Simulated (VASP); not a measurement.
Input of a VASP 6.6.1 run:

The input INCAR:

```
ALGO = Normal
EDIFF = 1E-8
ENCUT = 520
GGA = PS
IBRION = 8
ISIF = 2
ISMEAR = 0
LASPH = True
LCHARG = False
LEPSILON = True
LREAL = False
LWAVE = False
NBANDS = 28
NELM = 100
NSW = 1
PREC = Accurate
SIGMA = 0.01
```

File KPOINTS:

```
k-points
0
Gamma
  6 6 6
```

The input POSCAR:

```
BaZrO3
1.0
    4.1806653098      0.0000000000      0.0000000000
    0.0000000000      4.1806653098      0.0000000000
    0.0000000000      0.0000000000      4.1806653098
Ba Zr O
1 1 3
Direct
    0.0000000000      0.0000000000      0.0000000000
    0.5000000000      0.5000000000      0.5000000000
    0.5000000000      0.5000000000      0.0000000000
    0.5000000000      0.0000000000      0.5000000000
    0.0000000000      0.5000000000      0.5000000000
```

Potentials or basis: VASP PAW PBE potentials, release 64 (Ba_sv, Zr_sv, O).

Run with:

```console
$ cat potpaw_PBE.64/Ba_sv/POTCAR potpaw_PBE.64/Zr_sv/POTCAR potpaw_PBE.64/O/POTCAR > POTCAR
$ mpirun -np 1 vasp_std > vasp.out
```

Task: Predict the electronic dielectric tensor (diagonal).

Result: 4.95.

Task: Predict the Born charges (mean of the diagonal).

Result: Ba +2.74; Zr +6.12; O -2.95 e.

Task: Estimate the highest phonon frequency at Γ, LO-TO splitting left out.

Result: 508 cm⁻¹.

Electronic dielectric tensor:
```
4.95 0.00 0.00
0.00 4.95 0.00
0.00 0.00 4.95
```

Caveat: the cell wasn't relaxed at this level first, which shifts response properties.
